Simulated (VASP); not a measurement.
# SiC (P6_3mc) in VASP: electric field gradients with PBE

Aim: the electric field gradients of SiC with PBE.

Everything below comes from runs of VASP 6.6.1. Logs are shortened: lines on timing, memory, paths and dates and some standing lists are left out, and cuts for length are marked.

### Step 1. The cell of the first run

The structure is hexagonal, space group P6_3mc (No. 186). Conventional cell: a = 3.076 Å, b = 3.076 Å, c = 5.149 Å, α = 90.00°, β = 90.00°, γ = 120.00°. Si (site symmetry 3m) has 4 C at 1.87 to 1.98 Å within 2.5 Å. Within 2.5 Å of C (site symmetry 3m) lie 4 Si at 1.87 to 1.98 Å.

### Step 2. Electric field gradients, PBE (zz strain of +2 %)

Input file INCAR:

```
PREC     = Accurate       # precision mode
ENCUT    = 520            # plane-wave cutoff, eV
EDIFF    = 1E-8           # SCF threshold, eV
ISMEAR   = -1             # smearing method
SIGMA    = 0.08           # smearing width, eV
LREAL    = False          # projectors in reciprocal space
LASPH    = True           # aspherical terms in the spheres
NELM     = 80             # most SCF steps
ALGO     = Normal         # electronic algorithm
ISIF     = 2              # what is computed and relaxed
LWAVE    = False          # write WAVECAR
LCHARG   = False          # write CHGCAR
GGA      = PE             # functional
LEFG     = True         
NBANDS   = 16             # bands
```

Input file KPOINTS:

```
regular mesh
0
Gamma
  15 15 8
```

Input file POSCAR:

```
SiC
1.0
    3.0759982064      0.0000000000      0.0000000000
   -1.5379991032      2.6638925888      0.0000000000
    0.0000000000      0.0000000000      5.1489600000
Si C
2 2
Direct
    0.3333333333      0.6666666667      0.0000000000
    0.6666666667      0.3333333333      0.5000000000
    0.3333333333      0.6666666667      0.3850000000
    0.6666666667      0.3333333333      0.8850000000
```

Potentials or basis: VASP PAW PBE potentials, release 64 (Si, C).

On the command line:

```bash
$ cat potpaw_PBE.64/Si/POTCAR potpaw_PBE.64/C/POTCAR > POTCAR
$ mpirun -np 1 vasp_std > vasp.out
```

OUTCAR:

```text
PREC = Accurate
   ENCUT = 520
   EDIFF = 1E-8
   ISMEAR = -1
   LREAL = False
   LASPH = True
   NELM = 80
   ISIF = 2
   GGA = PE

 ion  position               nearest neighbor table
   1  0.333  0.667  0.000-   4 1.87   4 1.87   4 1.87   3 1.98   2 3.13   2 3.13   2 3.13   2 3.13
                             2 3.13   2 3.13
   2  0.667  0.333  0.500-   3 1.87   3 1.87   3 1.87   4 1.98   1 3.13   1 3.13   1 3.13   1 3.13
                             1 3.13   1 3.13
   3  0.333  0.667  0.385-   2 1.87   2 1.87   2 1.87   1 1.98
   4  0.667  0.333  0.885-   1 1.87   1 1.87   1 1.87   2 1.98

  LATTYP: Found a hexagonal cell.
 ALAT       =     3.0759982064
 C/A-ratio  =     1.6739151503

  Lattice vectors:

 A1 = (   3.0759982064,   0.0000000000,   0.0000000000)
 A2 = (  -1.5379991032,   2.6638925888,   0.0000000000)
 A3 = (   0.0000000000,   0.0000000000,   5.1489600000)

Analysis of symmetry for initial positions (statically):
=====================================================================
 Subroutine PRICEL returns:
 Original cell was already a primitive cell.

 Routine SETGRP: Setting up the symmetry group for a
 hexagonal supercell.

 Subroutine GETGRP returns: Found 12 space group operations
 (whereof  6 operations were pure point group operations)
 out of a pool of 24 trial point group operations.

The static configuration has the point symmetry C_3v.
 The point group associated with its full space group is C_6v.

Analysis of symmetry for dynamics (positions and initial velocities):
=====================================================================
 Subroutine PRICEL returns:
 Original cell was already a primitive cell.

 Routine SETGRP: Setting up the symmetry group for a
 hexagonal supercell.

 Subroutine GETGRP returns: Found 12 space group operations
 (whereof  6 operations were pure point group operations)
 out of a pool of 24 trial point group operations.

The dynamic configuration has the point symmetry C_3v.
 The point group associated with its full space group is C_6v.

 Subroutine INISYM returns: Found 12 space group operations
 (whereof  6 operations are pure point group operations),
 and found     1 'primitive' translations

----------------------------------------------------------------------------------------

                                     Primitive cell
[... 147 lines left out ...]
 fundamental gap:      2.3984910470
 Fermi energy:         9.3369628906

 k-point     1 :       0.0000    0.0000    0.0000
  band No.  band energies     occupation
      1      -7.3871      2.00000
      2      -4.1237      2.00000
      3      -0.4102      2.00000
      4       6.7485      2.00000
      5       6.7485      2.00000
      6       7.9216      2.00000
[... 433 lines left out ...]
      3       0.6738      2.00000
      4       1.8113      2.00000
      5       2.4999      2.00000
      6       3.5397      2.00000
[... 8 lines left out ...]
     15      18.8317      0.00000
     16      20.0678      0.00000

 [... further k-points ...]

------------------------ aborting loop because EDIFF is reached ----------------------------------------

  FORCE on cell =-STRESS in cart. coord.  units (eV):
  Direction    XX          YY          ZZ          XY          YZ          ZX
  --------------------------------------------------------------------------------------
  -------------------------------------------------------------------------------------
  Total        1.1651423      1.1651423     -2.4273408      0.0000000      0.0000000     -0.0000000
  in kB       44.2453100     44.2453100    -92.1762508      0.0000000      0.0000000     -0.0000000
  external PRESSURE =      -1.2285436 kB  Pullay stress =       0.0000000 kB

 VOLUME and BASIS-vectors are now :
 -----------------------------------------------------------------------------
  energy-cutoff  :      520.00
  volume of cell :       42.19
      direct lattice vectors                 reciprocal lattice vectors
     3.075998206  0.000000000  0.000000000     0.325097719  0.187695255  0.000000000
    -1.537999103  2.663892589  0.000000000     0.000000000  0.375390511  0.000000000
     0.000000000  0.000000000  5.148960000     0.000000000  0.000000000  0.194213977

 POSITION                                       TOTAL-FORCE (eV/Angst)
 -----------------------------------------------------------------------------------
     -0.00000      1.77593      0.00000         0.000000      0.000000      0.832048
      1.53800      0.88796      2.57448         0.000000     -0.000000      0.832048
     -0.00000      1.77593      1.98235        -0.000000     -0.000000     -0.832048
      1.53800      0.88796      4.55683         0.000000      0.000000     -0.832048
 -----------------------------------------------------------------------------------
    total drift:                               -0.000000      0.000000     -0.000470

  FREE ENERGIE OF THE ION-ELECTRON SYSTEM (eV)
  ---------------------------------------------------
  free  energy   TOTEN  =       -30.0441986350 eV

  energy  without entropy=      -30.0441986302  energy(sigma->0) =      -30.04419863

 Electric field gradients (V/A^2)
---------------------------------------------------------------------
 ion       V_xx      V_yy      V_zz      V_xy      V_xz      V_yz
---------------------------------------------------------------------
   1     -11.629   -11.630    23.259    -0.000     0.000    -0.000
   2     -11.629   -11.630    23.259    -0.000    -0.000     0.000
   3      -2.897    -2.897     5.794    -0.000     0.000    -0.000
   4      -2.897    -2.897     5.794    -0.000    -0.000     0.000
---------------------------------------------------------------------

 Electric field gradients after diagonalization (V/A^2)
 (convention: |V_zz| > |V_xx| > |V_yy|)
----------------------------------------------------------------------
 ion       V_xx      V_yy      V_zz     asymmetry (V_yy - V_xx)/ V_zz
----------------------------------------------------------------------
   1     -11.630   -11.629    23.259       0.000
   2     -11.630   -11.629    23.259       0.000
   3      -2.897    -2.897     5.794       0.000
   4      -2.897    -2.897     5.794       0.000
----------------------------------------------------------------------

           NMR quadrupolar parameters

 Cq : quadrupolar parameter    Cq=e*Q*V_zz/h
 eta: asymmetry parameters     (V_yy - V_xx)/ V_zz
 Q  : nuclear electric quadrupole moment in mb (millibarn)
----------------------------------------------------------------------
 ion       Cq(MHz)       eta       Q (mb)
----------------------------------------------------------------------
   1       0.056       0.000       1.000
   2       0.056       0.000       1.000
   3       0.014       0.000       1.000
   4       0.014       0.000       1.000
----------------------------------------------------------------------
```

OSZICAR:

```text
N       E                     dE             d eps       ncg     rms          rms(c)
DAV:   1     0.248931054180E+02    0.24893E+02   -0.71151E+03  4320   0.893E+02
DAV:   2    -0.311697205194E+02   -0.56063E+02   -0.50960E+02  6152   0.157E+02
DAV:   3    -0.336823073787E+02   -0.25126E+01   -0.25027E+01  5680   0.304E+01
DAV:   4    -0.337011729892E+02   -0.18866E-01   -0.18862E-01  5320   0.324E+00
DAV:   5    -0.337013636917E+02   -0.19070E-03   -0.19070E-03  5680   0.307E-01    0.123E+01
DAV:   6    -0.301213917149E+02    0.35800E+01   -0.64817E+00  5448   0.156E+01    0.550E+00
DAV:   7    -0.300618748066E+02    0.59517E-01   -0.10788E+00  6184   0.605E+00    0.246E+00
DAV:   8    -0.300453650184E+02    0.16510E-01   -0.46354E-02  4912   0.139E+00    0.622E-01
DAV:   9    -0.300438474645E+02    0.15176E-02   -0.75986E-03  5600   0.590E-01    0.126E-01
DAV:  10    -0.300441667256E+02   -0.31926E-03   -0.10544E-03  5248   0.189E-01    0.583E-02
DAV:  11    -0.300441974764E+02   -0.30751E-04   -0.89548E-05  5184   0.678E-02    0.142E-02
DAV:  12    -0.300441979682E+02   -0.49180E-06   -0.65422E-06  5696   0.168E-02    0.445E-03
DAV:  13    -0.300441985821E+02   -0.61385E-06   -0.83425E-07  5336   0.586E-03    0.246E-03
DAV:  14    -0.300441986014E+02   -0.19315E-07   -0.41640E-08  5704   0.137E-03    0.108E-03
DAV:  15    -0.300441986356E+02   -0.34204E-07   -0.24233E-08  5496   0.102E-03    0.945E-05
DAV:  16    -0.300441986350E+02    0.61300E-09   -0.16519E-09  2824   0.275E-04
   1 F= -.30044199E+02 E0= -.30044199E+02  d E =-.478896E-08
```

stdout:

```text
POSCAR found type information on POSCAR SiC
 POSCAR found :  2 types and       4 ions
 scaLAPACK will be used
 LDA part: xc-table for (Slater+PW92), standard interpolation
 POSCAR, INCAR and KPOINTS ok, starting setup
 FFT: planning ... GRIDC
 FFT: planning ... GRID_SOFT
 FFT: planning ... GRID
 WAVECAR not read
 entering main loop
ion   1

ion   2

ion   3

ion   4
```

Run time: 39 s. Hardware: 1 thread of Intel Xeon Platinum 8488C (Sapphire Rapids), shared host; peak memory 0.21 GiB.

What came out:

- Free energy: -30.0442 eV
- Pressure: -0.1 GPa
- Largest force: 0.832 eV/Å
- Band gap on the k mesh: 2.40 eV (least direct gap 4.23 eV)
- Largest electric field gradient by atom: Si +23.3; C +5.8 V/Å²

Forces in eV/Å, atoms in the order of the input:
```
Si   0.000  0.000  0.832
Si   0.000  0.000  0.832
C    0.000  0.000 -0.832
C    0.000  0.000 -0.832
```

Stress tensor (GPa, compression positive):
```
 4.42  0.00  0.00
 0.00  4.42  0.00
 0.00  0.00 -9.22
```

Levels at points of the mesh, in eV from the valence-band top:
```csv
k point,band 6,band 7,band 8,band 9,band 10,band 11
"(0.00, 0.00, 0.00)",-0.18,-0.18,0.00,4.85,5.54,6.64
"(0.00, 0.00, 0.50)",-0.81,-0.81,-0.81,5.85,5.85,7.29
```

Electric field gradients, principal values (V/Å²):
| atom | least | middle | greatest (by size) |
| --- | --- | --- | --- |
| 1 Si | -11.629 | -11.630 | 23.259 |
| 2 Si | -11.629 | -11.630 | 23.259 |
| 3 C | -2.897 | -2.897 | 5.794 |
| 4 C | -2.897 | -2.897 | 5.794 |

Caveat: the cell differs from its parent crystal (zz strain of +2 %); the stress differs along the axes, from -9 to 4 GPa; without QUAD_EFG the Cq values of the log hold for a quadrupole moment of 1 mb, not for the nuclei. A k mesh can miss the band edges.
